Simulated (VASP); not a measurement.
# F2BH in VASP: single point with AM05

Aim: the single point of F2BH with AM05.

All numbers are computed with VASP 6.6.1; they aren't measurements. Logs are shortened: lines on timing, memory, paths and dates and some standing lists are left out, and cuts for length are marked.

## (1) The cell of the first run

The cell holds a molecule in a box, 4 atoms: a = 12.000 Å, b = 11.000 Å, c = 11.000 Å, α = 90.00°, β = 90.00°, γ = 90.00°.

## (2) Single point, AM05

POSCAR

```
BHF2
1.0
   12.0000000000      0.0000000000      0.0000000000
    0.0000000000     11.0000000000      0.0000000000
    0.0000000000      0.0000000000     11.0000000000
F B H
2 1 1
Direct
    0.5948208300      0.5628045500      0.4548863600
    0.4073458300      0.5693318200      0.4478863600
    0.4984708300      0.5184500000      0.4900772700
    0.4938791700      0.4344863600      0.5582954500
```

INCAR.step1

```
ISMEAR = 0 ; SIGMA = 0.03
LWAVE = T ; LCHARG = T
ISIF = 0 ; NELM = 100
ALGO = Normal ; PREC = Accurate
LASPH = T ; LREAL = F
EDIFF = 1E-5 ; GGA_COMPAT = F
ENCUT = 520 ; EFERMI = MIDGAP
NELMDL = -8 ; GGA = PE
```

INCAR.step2

```
GGA = AM ; ISMEAR = 0
SIGMA = 0.03 ; LWAVE = F
LCHARG = F ; ISIF = 0
NELM = 100 ; ALGO = All
PREC = Accurate ; LASPH = T
LREAL = F ; EDIFF = 1E-6
GGA_COMPAT = F ; ENCUT = 520
EFERMI = MIDGAP ; NELMDL = -8
ISTART = 1 ; ISEARCH = 1
```

KPOINTS

```
k-points
0
Gamma
  1 1 1
```

Potentials or basis: VASP PAW PBE potentials, release 64 (F, B, H).

The run is started by

```bash
$ cat potpaw_PBE.64/F/POTCAR potpaw_PBE.64/B/POTCAR potpaw_PBE.64/H/POTCAR > POTCAR
$ cp INCAR.step1 INCAR
$ mpirun -np 1 vasp_gam > vasp.out
$ cp INCAR.step2 INCAR
$ mpirun -np 1 vasp_gam > vasp.out
```

OUTCAR:

```text
GGA = AM
   ISMEAR = 0
   ISIF = 0
   NELM = 100
   PREC = Accurate
   LASPH = T
   LREAL = F
   EDIFF = 1E-6
   ENCUT = 520
   EFERMI = MIDGAP
   NELMDL = -8
   ISTART = 1

 Found      1 irreducible k-points:

 Following reciprocal coordinates:
            Coordinates               Weight
  0.000000  0.000000  0.000000      1.000000
   k-points           NKPTS =      1   k-points in BZ     NKDIM =      1   number of bands    NBANDS=     13
   number of dos      NEDOS =    301   number of ions     NIONS =      4
   total plane-waves  NPLWV = 635040
   dimension x,y,z NGX =    90 NGY =   84 NGZ =   84
   dimension x,y,z NGXF=   180 NGYF=  168 NGZF=  168
   ions per type =               2   1   1
   NGX,Y,Z   is equivalent  to a cutoff of  12.47, 12.70, 12.70 a.u.
   NGXF,Y,Z  is equivalent  to a cutoff of  24.94, 25.39, 25.39 a.u.
 SYSTEM =  unknown system
   PREC   = accura    normal or accurate (medium, high low for compatibility)
   ISTART =      1    job   : 0-new  1-cont  2-samecut
   ICHARG =      0    charge: 1-file 2-atom 10-const
   ISPIN  =      1    spin polarized calculation?
   LNONCOLLINEAR =      F non collinear calculations
   LSORBIT =      F    spin-orbit coupling
   LASPH  =      T    aspherical Exc in radial PAW
   ENCUT  =  520.0 eV  38.22 Ry    6.18 a.u.  22.31 20.45 20.45*2*pi/ulx,y,z
   NELM   =    100;   NELMIN=  2; NELMDL= -8     # of ELM steps
   EDIFF  = 0.1E-05   stopping-criterion for ELM
   LREAL  =      F    real-space projection
   EDIFFG = 0.1E-04   stopping-criterion for IOM
   NSW    =      0    number of steps for IOM
   IBRION =     -1    ionic relax: 0-MD 1-quasi-New 2-CG
   NFREE  =      0    steps in history (QN), initial steepest desc. (CG)
   ISIF   =      0    stress and relaxation
   ISYM   =      2    0-nonsym 1-usesym 2-fastsym
   POTIM  = 0.5000    time-step for ionic-motion
   TEBEG  =    0.0;   TEEND  =   0.0 temperature during run

   SCALEE = 1.0000    scale energy and forces
   PSTRESS=    0.0 pullay stress
   NELECT =      18.0000    total number of electrons
   NUPDOWN=      -1.0000    fix difference up-down
   EMIN   =  10.00;   EMAX   =-10.00  energy-range for DOS
   EFERMI =   0.00;   METHOD = MIDGAP
   ISMEAR =     0;   SIGMA  =   0.03  broadening in eV -4-tet -1-fermi 0-gaus
   EFERMI_NEDOS =   21; number of points for ismear=-14 and -15
   IALGO  =     58    algorithm
   IMIX   =      4    mixing-type and parameters
     AMIX     =   0.40;   BMIX     =  1.00
     AMIX_MAG =   1.60;   BMIX_MAG =  1.00
  volume/ion in A,a.u.               =     363.00      2449.64
  Fermi-wavevector in a.u.,A,eV,Ry     =   0.378887  0.715993  1.953193  0.143556
  Thomas-Fermi vector in A             =   1.312529
   LORBIT       =      0    0 simple, 1 ext, 2 COOP (PROOUT), +10 PAW based schemes
   GGA     = AM    functional components
   LHFCALC =     F    Hartree Fock is set to
   AEXX    =    0.0000 exact exchange contribution
   IVDW    =     0    specifies the selected vdW correction
   LEPSILON=     F    determine dielectric tensor
   LRPA    =     F    only Hartree local field effects (RPA)

   CSHIFT  =0.1000    complex shift for real part using Kramers Kronig

   OMEGAMAX=  -1.0    maximum frequency
 non-spin polarized calculation
 Gauss-broadening in eV      SIGMA  =   0.03
  energy-cutoff  :      520.00
  volume of cell :     1452.00
 maximum number of plane-waves:     19579
 NGX is ok and might be reduce to    90
   NGX = 45   NGY = 41   NGZ = 41

 number of electron      17.9999998 magnetization

 Free energy of the ion-electron system (eV)
  ---------------------------------------------------
  ext. energy  EPLUGINS =         0.00000000
  ---------------------------------------------------
  free energy    TOTEN  =       -21.19494643 eV

  energy without entropy =      -21.19494643  energy(sigma->0) =      -21.19494643

 E-fermi :  -8.3969     XC(G=0):  -5.5918

 val. band max:       -8.8975286885   @ k =   0.0000   0.0000   0.0000
 cond. band min:      -7.9157445613   @ k =   0.0000   0.0000   0.0000
 fundamental gap:      0.9817841272
 Fermi energy:        -8.3969428132

 k-point     1 :       0.0000    0.0000    0.0000
  band No.  band energies     occupation
      1     -31.0850      2.00000
      2     -30.3122      2.00000
      3     -14.1808      2.00000
      4     -12.9719      2.00000
      5     -12.3915      2.00000
      6     -11.9807      2.00000
      7     -10.5529      2.00000
      8      -9.9886      2.00000
      9      -8.8975      2.00000
     10      -7.9157      0.00000
     11      -6.7461      0.00000
     12      -6.6219      0.00000
     13      -6.4105      0.00000

------------------------ aborting loop because EDIFF is reached ----------------------------------------

 VOLUME and BASIS-vectors are now :
 -----------------------------------------------------------------------------
  energy-cutoff  :      520.00
  volume of cell :     1452.00
      direct lattice vectors                 reciprocal lattice vectors
    12.000000000  0.000000000  0.000000000     0.083333333  0.000000000  0.000000000
     0.000000000 11.000000000  0.000000000     0.000000000  0.090909091  0.000000000
     0.000000000  0.000000000 11.000000000     0.000000000  0.000000000  0.090909091

 POSITION                                       TOTAL-FORCE (eV/Angst)
 -----------------------------------------------------------------------------------
      7.13785      6.19085      5.00375         0.552970      0.226682     -0.178199
      4.88815      6.26265      4.92675        -0.523996      0.260931     -0.215475
      5.98165      5.70295      5.39085        -0.011954     -0.234944      0.189524
      5.92655      4.77935      6.14125        -0.017020     -0.252669      0.204150
 -----------------------------------------------------------------------------------
    total drift:                                0.006148     -0.003625      0.006713

  FREE ENERGIE OF THE ION-ELECTRON SYSTEM (eV)
  ---------------------------------------------------
  free  energy   TOTEN  =       -21.1949464277 eV

  energy  without entropy=      -21.1949464277  energy(sigma->0) =      -21.19494643
```

Run time: 13 min. Hardware: 1 thread of Intel Xeon Platinum 8488C (Sapphire Rapids), shared host; peak memory 1.1 GiB.

Results:

* Free energy: -21.1949 eV
* Largest force: 0.624 eV/Å
* Gap between the frontier levels: 0.98 eV

Forces in eV/Å, atoms in the order of the input:
```
F    0.553  0.227 -0.178
F   -0.524  0.261 -0.215
B   -0.012 -0.235  0.190
H   -0.017 -0.253  0.204
```

Levels at points of the mesh, in eV from the valence-band top:
```
           k point  band 6  band 7  band 8  band 9  band 10  band 11  band 12  band 13
(0.00, 0.00, 0.00)   -3.08   -1.66   -1.09    0.00     0.98     2.15     2.28     2.49
```

Caveat: the PAW data sets were made with another functional, which shifts forces and pressure a little.
